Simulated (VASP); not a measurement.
# TaN (Pm-3m) in VASP: further runs

Runs on TaN. Level: PBE. Tasks: single point.

Everything below comes from runs of VASP 6.6.1. Logs are shortened: lines on timing, memory, paths and dates and some standing lists are left out, and cuts for length are marked.

## (1) The cell of the first run

The structure is cubic, space group Pm-3m (No. 221). Conventional cell: a = 2.677 Å, b = 2.677 Å, c = 2.677 Å, α = 90.00°, β = 90.00°, γ = 90.00°. Ta (site symmetry m-3m) has 8 N at 2.32 Å and 6 Ta at 2.68 Å within 3.1 Å. N (site symmetry m-3m) has 8 Ta at 2.32 Å and 6 N at 2.68 Å within 3.1 Å.

## (2) Single point, PBE

INCAR reads:

```
SYSTEM = TaN
  PREC = Accurate
  ENCUT = 520
  EDIFF = 1E-7
  ISMEAR = -1
  SIGMA = 0.05
  LREAL = .FALSE.
  LASPH = .TRUE.
  NELM = 60
  ALGO = Normal
  ISIF = 2
  LWAVE = .FALSE.
  LCHARG = .TRUE.
  GGA = PE
  LELF = .TRUE.
  LVHAR = .TRUE.
  NBANDS = 15
```

KPOINTS reads:

```
Automatic mesh
0
G
  10 10 10
  0 0 0
```

POSCAR reads:

```
TaN
1.0
    2.6765306579      0.0000000000      0.0000000000
    0.0000000000      2.6765306579      0.0000000000
    0.0000000000      0.0000000000      2.6765306579
Ta N
1 1
Direct
    0.0000000000      0.0000000000      0.0000000000
    0.5000000000      0.5000000000      0.5000000000
```

Potentials or basis: VASP PAW PBE potentials, release 64 (Ta_pv, N).

The run is started by

```console
$ cat potpaw_PBE.64/Ta_pv/POTCAR potpaw_PBE.64/N/POTCAR > POTCAR
$ mpirun -np 1 vasp_std > vasp.out
```

OUTCAR:

```text
SYSTEM = TaN
   PREC = Accurate
   ENCUT = 520
   EDIFF = 1E-7
   ISMEAR = -1
   LREAL = .FALSE.
   LASPH = .TRUE.
   NELM = 60
   ISIF = 2
   GGA = PE

 ion  position               nearest neighbor table
   1  0.000  0.000  0.000-   2 2.32   2 2.32   2 2.32   2 2.32   2 2.32   2 2.32   2 2.32   2 2.32

   2  0.500  0.500  0.500-   1 2.32   1 2.32   1 2.32   1 2.32   1 2.32   1 2.32   1 2.32   1 2.32

  LATTYP: Found a simple cubic cell.
 ALAT       =     2.6765306579

  Lattice vectors:

 A1 = (   2.6765306579,   0.0000000000,   0.0000000000)
 A2 = (   0.0000000000,   2.6765306579,   0.0000000000)
 A3 = (   0.0000000000,   0.0000000000,   2.6765306579)

Analysis of symmetry for initial positions (statically):
=====================================================================
 Subroutine PRICEL returns:
 Original cell was already a primitive cell.

 Routine SETGRP: Setting up the symmetry group for a
 simple cubic supercell.

 Subroutine GETGRP returns: Found 48 space group operations
 (whereof 48 operations were pure point group operations)
 out of a pool of 48 trial point group operations.

The static configuration has the point symmetry O_h .

Analysis of symmetry for dynamics (positions and initial velocities):
=====================================================================
 Subroutine PRICEL returns:
 Original cell was already a primitive cell.

 Routine SETGRP: Setting up the symmetry group for a
 simple cubic supercell.

 Subroutine GETGRP returns: Found 48 space group operations
 (whereof 48 operations were pure point group operations)
 out of a pool of 48 trial point group operations.

The dynamic configuration has the point symmetry O_h .

 Subroutine INISYM returns: Found 48 space group operations
 (whereof 48 operations are pure point group operations),
 and found     1 'primitive' translations

----------------------------------------------------------------------------------------

                                     Primitive cell

  volume of cell :      19.1742

  direct lattice vectors                    reciprocal lattice vectors
     2.676530658  0.000000000  0.000000000     0.373617988  0.000000000  0.000000000
     0.000000000  2.676530658  0.000000000     0.000000000  0.373617988  0.000000000
     0.000000000  0.000000000  2.676530658     0.000000000  0.000000000  0.373617988

  length of vectors
     2.676530658  2.676530658  2.676530658     0.373617988  0.373617988  0.373617988

  position of ions in fractional coordinates (direct lattice)
     0.000000000  0.000000000  0.000000000
     0.500000000  0.500000000  0.500000000

  ion indices of the primitive-cell ions
   primitive index   ion index
                 1           1
                 2           2

----------------------------------------------------------------------------------------

 KPOINTS: Automatic mesh

Automatic generation of k-mesh.
 Grid dimensions read from file:
 generate k-points for:   10   10   10

 Generating k-lattice:

  Cartesian coordinates                     Fractional coordinates (reciprocal lattice)
     0.037361799  0.000000000  0.000000000     0.100000000  0.000000000  0.000000000
     0.000000000  0.037361799  0.000000000     0.000000000  0.100000000  0.000000000
     0.000000000  0.000000000  0.037361799     0.000000000  0.000000000  0.100000000

  Length of vectors
     0.037361799  0.037361799  0.037361799

  Shift w.r.t. Gamma in fractional coordinates (k-lattice)
     0.000000000  0.000000000  0.000000000

 Subroutine IBZKPT returns following result:
 ===========================================

 Found     56 irreducible k-points:

 Following reciprocal coordinates:
            Coordinates               Weight
  0.000000  0.000000  0.000000      1.000000
  0.100000  0.000000  0.000000      6.000000
  0.200000  0.000000  0.000000      6.000000
  0.300000  0.000000  0.000000      6.000000
  0.400000  0.000000  0.000000      6.000000
  0.500000  0.000000  0.000000      3.000000
[... 16 lines left out ...]
  0.200000  0.100000  0.100000     24.000000
  0.300000  0.100000  0.100000     24.000000
 [... further k-points ...]
   k-points           NKPTS =     56   k-points in BZ     NKDIM =     56   number of bands    NBANDS=     15
   number of dos      NEDOS =    301   number of ions     NIONS =      2
   total plane-waves  NPLWV =   8000
   dimension x,y,z NGX =    20 NGY =   20 NGZ =   20
   dimension x,y,z NGXF=    40 NGYF=   40 NGZF=   40
   ions per type =               1   1
   NGX,Y,Z   is equivalent  to a cutoff of  12.42, 12.42, 12.42 a.u.
   NGXF,Y,Z  is equivalent  to a cutoff of  24.84, 24.84, 24.84 a.u.
 SYSTEM =  TaN
   PREC   = accura    normal or accurate (medium, high low for compatibility)
   ISTART =      0    job   : 0-new  1-cont  2-samecut
   ICHARG =      2    charge: 1-file 2-atom 10-const
   ISPIN  =      1    spin polarized calculation?
   LNONCOLLINEAR =      F non collinear calculations
[... 63 lines left out ...]
      3     -24.8238      2.00000
      4      -8.7688      2.00000
      5       4.9580      2.00000
      6       4.9580      2.00000
      7       7.3870      2.00000
      8       7.3870      2.00000
      9       7.3870      2.00000
     10      13.5108      0.00000
     11      14.5452      0.00000
     12      14.5452      0.00000
     13      14.5452      0.00000
     14      23.1790      0.00000
     15      28.5412      0.00000

 k-point     2 :       0.1000    0.0000    0.0000
  band No.  band energies     occupation
      1     -24.9972      2.00000
      2     -24.8085      2.00000
      3     -24.8085      2.00000
      4      -8.5311      2.00000
      5       4.6773      2.00000
      6       5.0661      2.00000
      7       7.1524      2.00000
      8       7.1524      2.00000
      9       7.4852      2.00000
     10      14.1420      0.00000
     11      14.6050      0.00000
     12      14.6648      0.00000
     13      14.6648      0.00000
     14      23.1790      0.00000
     15      26.7625      0.00000

 k-point     3 :       0.2000    0.0000    0.0000
  band No.  band energies     occupation
      1     -25.4304      2.00000
      2     -24.7681      2.00000
      3     -24.7681      2.00000
      4      -7.8855      2.00000
      5       3.4251      2.00000
      6       5.3652      2.00000
      7       6.5730      2.00000
      8       6.5730      2.00000
      9       8.7118      2.00000
     10      14.7654      0.00000
     11      14.9910      0.00000
     12      14.9910      0.00000
     13      15.4561      0.00000
     14      23.1789      0.00000
     15      24.0991      0.00000

 k-point     4 :       0.3000    0.0000    0.0000
  band No.  band energies     occupation
      1     -25.9302      2.00000
      2     -24.7178      2.00000
      3     -24.7178      2.00000
      4      -6.9928      2.00000
      5       1.7494      2.00000
      6       5.7729      2.00000
      7       5.9142      2.00000
      8       5.9142      2.00000
      9      10.9847      0.00000
     10      14.9724      0.00000
     11      15.4318      0.00000
     12      15.4318      0.00000
     13      16.8423      0.00000
     14      21.8500      0.00000
     15      23.1776      0.00000
[... 307 lines left out ...]
 k-point    22 :       0.1000    0.1000    0.1000
  band No.  band energies     occupation
      1     -25.0005      2.00000
      2     -24.9447      2.00000
      3     -24.9447      2.00000
      4      -8.1018      2.00000
      5       4.8619      2.00000
      6       4.8619      2.00000
      7       5.6091      2.00000
      8       7.8541      2.00000
      9       7.8541      2.00000
     10      14.2094      0.00000
     11      14.2961      0.00000
     12      14.2961      0.00000
     13      16.2957      0.00000
     14      23.1793      0.00000
     15      27.1064      0.00000

 k-point    23 :       0.2000    0.1000    0.1000
  band No.  band energies     occupation
      1     -25.3924      2.00000
      2     -24.9323      2.00000
      3     -24.9022      2.00000
      4      -7.5477      2.00000
      5       3.6282      2.00000
      6       4.9404      2.00000
      7       5.7268      2.00000
      8       7.3034      2.00000
      9       9.1535      2.00000
     10      13.4650      0.00000
     11      14.7743      0.00000
     12      14.8525      0.00000
     13      17.0367      0.00000
     14      23.1794      0.00000
     15      25.1068      0.00000

 k-point    24 :       0.3000    0.1000    0.1000
  band No.  band energies     occupation
      1     -25.8824      2.00000
      2     -24.8771      2.00000
      3     -24.8491      2.00000
      4      -6.8066      2.00000
      5       2.0482      2.00000
      6       4.8803      2.00000
      7       5.9150      2.00000
      8       6.9185      2.00000
      9      11.1413      0.00000
     10      13.2134      0.00000
     11      15.1134      0.00000
     12      15.3441      0.00000
     13      17.7335      0.00000
     14      23.1659      0.00000
     15      23.1788      0.00000

 [... further k-points ...]

------------------------ aborting loop because EDIFF is reached ----------------------------------------

  FORCE on cell =-STRESS in cart. coord.  units (eV):
  Direction    XX          YY          ZZ          XY          YZ          ZX
  --------------------------------------------------------------------------------------
  -------------------------------------------------------------------------------------
  Total        3.7438506      3.7438506      3.7438506     -0.0000000     -0.0000000      0.0000000
  in kB      312.8329059    312.8329059    312.8329059     -0.0000000     -0.0000000      0.0000000
  external PRESSURE =     312.8329059 kB  Pullay stress =       0.0000000 kB

 VOLUME and BASIS-vectors are now :
 -----------------------------------------------------------------------------
  energy-cutoff  :      520.00
  volume of cell :       19.17
      direct lattice vectors                 reciprocal lattice vectors
     2.676530658  0.000000000  0.000000000     0.373617988  0.000000000  0.000000000
     0.000000000  2.676530658  0.000000000     0.000000000  0.373617988  0.000000000
     0.000000000  0.000000000  2.676530658     0.000000000  0.000000000  0.373617988

 POSITION                                       TOTAL-FORCE (eV/Angst)
 -----------------------------------------------------------------------------------
      0.00000      0.00000      0.00000         0.000000      0.000000      0.000000
      1.33827      1.33827      1.33827         0.000000      0.000000      0.000000
 -----------------------------------------------------------------------------------
    total drift:                                0.000000      0.000000      0.000000

  FREE ENERGIE OF THE ION-ELECTRON SYSTEM (eV)
  ---------------------------------------------------
  free  energy   TOTEN  =       -20.7365849732 eV

  energy  without entropy=      -20.7364915273  energy(sigma->0) =      -20.73653825
```

Run time: 5.8 s. Hardware: 1 thread of Intel Xeon 6975P-C (Granite Rapids), shared host; peak memory 0.13 GiB.

What came out:

- Free energy: -20.7366 eV
- Pressure: 31.3 GPa
- Band gap on the k mesh: zero (band 8 reaches 16.99 eV, above the bottom of band 9 at 7.39 eV)

Caveat: spin-orbit coupling is left out, which moves the levels of the heavy elements.

## (3) Single point, PBE

This run uses another cell than the first one, of 9.79 Å³/atom, 1.021 times its volume.

INCAR reads:

```
SYSTEM = TaN
ALGO = Normal ; EDIFF = 1E-6
ENCUT = 520 ; GGA = PE
ISIF = 2 ; ISMEAR = -1
LASPH = .True. ; LCHARG = .False.
LREAL = .False. ; LWAVE = .False.
NBANDS = 15 ; NELM = 60
PREC = Accurate ; SIGMA = 0.05
```

KPOINTS reads:

```
k-points
0
Gamma
  10 10 10
  0 0 0
```

POSCAR reads:

```
TaN
1.0
    2.6953800863      0.0000000000      0.0000000000
    0.0000000000      2.6953800863      0.0000000000
    0.0000000000      0.0000000000      2.6953800863
Ta N
1 1
Direct
    0.0000000000      0.0000000000      0.0000000000
    0.5000000000      0.5000000000      0.5000000000
```

Potentials or basis: VASP PAW PBE potentials, release 64 (Ta_pv, N).

The run is started by

```console
$ cat potpaw_PBE.64/Ta_pv/POTCAR potpaw_PBE.64/N/POTCAR > POTCAR
$ mpirun -np 1 vasp_std > vasp.out
```

It took 5.4 s on 1 thread of Intel Xeon 6975P-C (Granite Rapids), shared host; peak memory 0.13 GiB.

Results (log left out):

```
Free energy            : -20.8049 eV
Pressure               : 22.2 GPa
Band gap on the k mesh : zero (band 8 reaches 16.55 eV, above the bottom of band 9 at 7.17 eV)
```

Levels at points of the mesh, in eV from the Fermi level:
```tsv
k point	band 5	band 6	band 7	band 8	band 9	band 10	band 11	band 12
(0.00, 0.00, 0.00)	-5.19	-5.19	-2.85	-2.85	-2.85	2.94	4.15	4.15
(0.50, 0.00, 0.00)	-10.44	-4.93	-4.93	-3.89	4.09	4.79	5.57	5.57
(0.50, 0.50, 0.00)	-6.17	-6.17	-3.90	-2.22	0.68	0.68	0.95	7.30
(0.50, 0.50, 0.50)	-9.63	-9.63	-9.63	6.53	6.53	6.53	7.63	7.63
```

Caveat: spin-orbit coupling is left out, which moves the levels of the heavy elements.

## (4) Single point, PBE

This run uses another cell than the first one, of 10.00 Å³/atom, 1.043 times its volume.

INCAR reads:

```
SYSTEM = TaN
PREC = Accurate
ENCUT = 520
EDIFF = 1E-6
ISMEAR = -1
SIGMA = 0.05
LREAL = .FALSE.
LASPH = .TRUE.
NELM = 100
ALGO = Normal
ISIF = 2
LWAVE = .FALSE.
LCHARG = .FALSE.
GGA = PE
NBANDS = 15
```

KPOINTS reads:

```
Automatic mesh
0
G
  10 10 10
  0 0 0
```

POSCAR reads:

```
TaN
1.0
    2.7139695020      0.0000000000      0.0000000000
    0.0000000000      2.7139695020      0.0000000000
    0.0000000000      0.0000000000      2.7139695020
Ta N
1 1
Direct
    0.0000000000      0.0000000000      0.0000000000
    0.5000000000      0.5000000000      0.5000000000
```

The run is started by

```console
$ cat potpaw_PBE.64/Ta_pv/POTCAR potpaw_PBE.64/N/POTCAR > POTCAR
$ mpirun -np 1 vasp_std > vasp.out
```

Run time: 5.5 s. Hardware: 1 thread of Intel Xeon 6975P-C (Granite Rapids), shared host; peak memory 0.13 GiB.

It converged, with:

```yaml
Free_energy: -20.8514 eV
Pressure: 14.1 GPa
Band_gap_on_the_k_mesh: zero (band 8 reaches 16.13 eV, above the bottom of band 9 at 6.97 eV)
```

Levels at points of the mesh, in eV from the Fermi level:
```tsv
k point	band 5	band 6	band 7	band 8	band 9	band 10	band 11	band 12
(0.00, 0.00, 0.00)	-5.06	-5.06	-2.80	-2.80	-2.80	2.67	4.04	4.04
(0.50, 0.00, 0.00)	-10.27	-4.82	-4.82	-3.80	3.98	4.66	5.43	5.43
(0.50, 0.50, 0.00)	-6.09	-6.09	-3.85	-2.16	0.68	0.68	0.86	7.09
(0.50, 0.50, 0.50)	-9.41	-9.41	-9.41	6.36	6.36	6.36	7.41	7.41
```

Caveat: spin-orbit coupling is left out, which moves the levels of the heavy elements.

## (5) Single point, PBE

This run uses another cell than the first one, of 10.40 Å³/atom, 1.085 times its volume.

INCAR reads:

```
ALGO     = Normal         # electronic algorithm
EDIFF    = 1E-6           # SCF threshold, eV
ENCUT    = 520            # plane-wave cutoff, eV
GGA      = PE             # functional
ISIF     = 2              # what is computed and relaxed
ISMEAR   = -1             # smearing method
LASPH    = T              # aspherical terms in the spheres
LCHARG   = F              # write CHGCAR
LREAL    = F              # projectors in reciprocal space
LWAVE    = F              # write WAVECAR
NBANDS   = 15             # bands
NELM     = 80             # most SCF steps
PREC     = Accurate       # precision mode
SIGMA    = 0.05           # smearing width, eV
```

KPOINTS reads:

```
k-points
0
Gamma
  10 10 10
```

POSCAR reads:

```
TaN
1.0
    2.7504029703      0.0000000000      0.0000000000
    0.0000000000      2.7504029703      0.0000000000
    0.0000000000      0.0000000000      2.7504029703
Ta N
1 1
Direct
    0.0000000000      0.0000000000      0.0000000000
    0.5000000000      0.5000000000      0.5000000000
```

The run is started by

```console
$ cat potpaw_PBE.64/Ta_pv/POTCAR potpaw_PBE.64/N/POTCAR > POTCAR
$ mpirun -np 1 vasp_std > vasp.out
```

It took 5.3 s on 1 thread of Intel Xeon 6975P-C (Granite Rapids), shared host; peak memory 0.13 GiB.

It converged, with:

```
Free energy            : -20.8875 eV
Pressure               : 0.2 GPa
Band gap on the k mesh : zero (band 8 reaches 15.33 eV, above the bottom of band 9 at 6.58 eV)
```

Levels at points of the mesh, in eV from the Fermi level:
| k point | band 5 | band 6 | band 7 | band 8 | band 9 | band 10 | band 11 | band 12 |
| --- | --- | --- | --- | --- | --- | --- | --- | --- |
| (0.00, 0.00, 0.00) | -4.81 | -4.81 | -2.71 | -2.71 | -2.71 | 2.17 | 3.84 | 3.84 |
| (0.50, 0.00, 0.00) | -9.95 | -4.60 | -4.60 | -3.63 | 3.77 | 4.42 | 5.16 | 5.16 |
| (0.50, 0.50, 0.00) | -5.93 | -5.93 | -3.73 | -2.06 | 0.67 | 0.67 | 0.71 | 6.70 |
| (0.50, 0.50, 0.50) | -9.00 | -9.00 | -9.00 | 6.03 | 6.03 | 6.03 | 6.99 | 6.99 |

Caveat: spin-orbit coupling is left out, which moves the levels of the heavy elements.

## (6) Single point, PBE

This run uses another cell than the first one, of 10.81 Å³/atom, 1.128 times its volume.

INCAR reads:

```
  ALGO = Normal
  EDIFF = 1E-6
  ENCUT = 520
  GGA = PE
  ISIF = 2
  ISMEAR = -1
  LASPH = T
  LCHARG = T
  LELF = T
  LREAL = F
  LVHAR = T
  LWAVE = F
  NBANDS = 15
  NELM = 60
  PREC = Accurate
  SIGMA = 0.05
```

KPOINTS is that of step 5.

POSCAR reads:

```
TaN
1.0
    2.7858959555      0.0000000000      0.0000000000
    0.0000000000      2.7858959555      0.0000000000
    0.0000000000      0.0000000000      2.7858959555
Ta N
1 1
Direct
    0.0000000000      0.0000000000      0.0000000000
    0.5000000000      0.5000000000      0.5000000000
```

Potentials or basis: VASP PAW PBE potentials, release 64 (Ta_pv, N).

The run is started by

```console
$ cat potpaw_PBE.64/Ta_pv/POTCAR potpaw_PBE.64/N/POTCAR > POTCAR
$ mpirun -np 1 vasp_std > vasp.out
```

Run time: 5.7 s. Hardware: 1 thread of Intel Xeon 6975P-C (Granite Rapids), shared host; peak memory 0.15 GiB.

Results (log left out):

```yaml
Free_energy: -20.8599 eV
Pressure: -11.0 GPa
Band_gap_on_the_k_mesh: zero (band 8 reaches 14.58 eV, above the bottom of band 9 at 6.23 eV)
```

Levels at points of the mesh, in eV from the Fermi level:
```
           k point  band 6  band 7  band 8  band 9  band 10  band 11
(0.00, 0.00, 0.00)   -4.59   -2.62   -2.62   -2.62     1.72     3.65
(0.50, 0.00, 0.00)   -4.40   -4.40   -3.47    3.58     4.19     4.91
(0.50, 0.50, 0.00)   -5.77   -3.62   -1.96    0.57     0.67     0.67
(0.50, 0.50, 0.50)   -8.62   -8.62    5.73    5.73     5.73     6.61
```

Caveat: spin-orbit coupling is left out, which moves the levels of the heavy elements.

## (7) The runs side by side

```csv
cell,gap on the mesh (eV),pressure (GPa)
"a = 2.677 Å, 2 atoms",none,31.3
"a = 2.695 Å, 2 atoms",none,22.2
"a = 2.714 Å, 2 atoms",none,14.1
"a = 2.750 Å, 2 atoms",none,0.2
"a = 2.786 Å, 2 atoms",none,-11.0
```

Alike in all rows: task single point; level PBE; potentials or basis VASP PAW PBE potentials, release 64 (Ta_pv, N); no spin polarisation; k mesh 10 × 10 × 10; cutoff (eV) 520; smearing fermi-dirac 0.05 eV.

Caveats: spin-orbit coupling is left out, which moves the levels of the heavy elements.

Absolute energies hang on the potentials; compare differences alone.
